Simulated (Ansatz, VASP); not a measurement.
**LaB6: VASP beside Ansatz**

```
La B
1.0
     4.15700    0.00000    0.00000
     0.00000    4.15700    0.00000
     0.00000    0.00000    4.15700
La B
1 6
Direct
  0.00000 0.00000 0.00000
  0.19750 0.50000 0.50000
  0.50000 0.19750 0.50000
  0.80250 0.50000 0.50000
  0.50000 0.80250 0.50000
  0.50000 0.50000 0.19750
  0.50000 0.50000 0.80250
```

Alike in both runs: task relaxation of cell and atoms; functional r2SCAN; k mesh 8 × 8 × 8; occupations fermi-dirac, width 0.1 eV; no spin polarisation.

|  | VASP | Ansatz |
| --- | --- | --- |
| version | VASP 6.6.1 | Ansatz 0.2.0 |
| potentials or method | VASP PAW PBE potentials, release 64 (La, B), cutoff 600 eV | PAW plane waves |
| valence electrons in the cell | 29 | 29 |

Ansatz gave:

| Item | Value |
| --- | --- |
| gap on the k mesh at the Fermi level, each at its own relaxed structure (eV) | none |
| relaxed volume (Å³/atom) | 10.23 |
| relaxed length of the cell vector where the two differ most in proportion (Å) | 4.152 |

Question: What did VASP give for the same quantities?

Answer: gap on the k mesh at the Fermi level, each at its own relaxed structure (eV): none; relaxed volume (Å³/atom): 10.23; relaxed length of the cell vector where the two differ most in proportion (Å): 4.153.

VASP's potentials were made for PBE, not for r2SCAN. A gap of «none» marks a metal or a gap that the smearing closes.

Spin-orbit coupling is off throughout.
